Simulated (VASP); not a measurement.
A run of VASP 6.6.1 is set up as follows.

File INCAR:

```
PREC = Accurate ; ENCUT = 520
EDIFF = 1E-6 ; ISMEAR = 0
SIGMA = 0.1 ; LREAL = F
LASPH = T ; NELM = 150
ALGO = Normal ; ISIF = 2
LWAVE = F ; LCHARG = F
ISPIN = 2 ; MAGMOM = 0 0 0 0 0 0 0 0 0 0 0 0 1 0
LORBIT = 11 ; LDIPOL = T
IDIPOL = 3 ; DIPOL = 0.5 0.5 0.289
GGA = PE ; NBANDS = 38
```

KPOINTS

```
Automatic mesh
0
Gamma
  5 5 1
```

Contents of POSCAR:

```
Al12HO
1.0
    5.7143028096      0.0000000000      0.0000000000
    0.0000000000      5.7143028096      0.0000000000
    0.0000000000      0.0000000000     22.1750227687
Al O H
12 1 1
Direct
    0.2500000000      0.2500000000      0.1803831293
    0.2500000000      0.7500000000      0.1803831293
    0.7500000000      0.2500000000      0.1803831293
    0.7500000000      0.7500000000      0.1803831293
    0.0000000000      0.0000000000      0.2744094920
    0.0000000000      0.5000000000      0.2744094920
    0.5000000000      0.0000000000      0.2744094920
    0.5000000000      0.5000000000      0.2744094920
    0.2500000000      0.2500000000      0.3686590473
    0.2500000000      0.7500000000      0.3686590473
    0.7500000000      0.2500000000      0.3686590473
    0.7500000000      0.7500000000      0.3686590473
    0.5000000000      0.5000000000      0.3560322283
    0.5618716583      0.5618716583      0.3950863214
```

Potentials or basis: VASP PAW PBE potentials, release 64 (Al, O, H).

Command:

```console
$ cat potpaw_PBE.64/Al/POTCAR potpaw_PBE.64/O/POTCAR potpaw_PBE.64/H/POTCAR > POTCAR
$ mpirun -np 1 vasp_std > vasp.out
```

Question: What does it give for the net moment?

Answer: 0.00 μB per cell.

Question: Estimate the largest force.

Answer: 4.688 eV/Å.

Forces on the atoms (eV/Å):
```
Al  -0.047 -0.047  0.036
Al  -0.029  0.036  0.127
Al   0.036 -0.029  0.127
Al   0.021  0.021  0.104
Al  -0.010 -0.010 -0.185
Al   0.025 -0.031  0.085
Al  -0.031  0.025  0.085
Al   0.079  0.079 -2.797
Al  -1.322 -1.322  0.112
Al  -1.671  1.633  0.092
Al   1.633 -1.671  0.092
Al   3.296  3.296 -0.500
O   -2.054 -2.054 -0.974
H    0.075  0.075  3.595
```
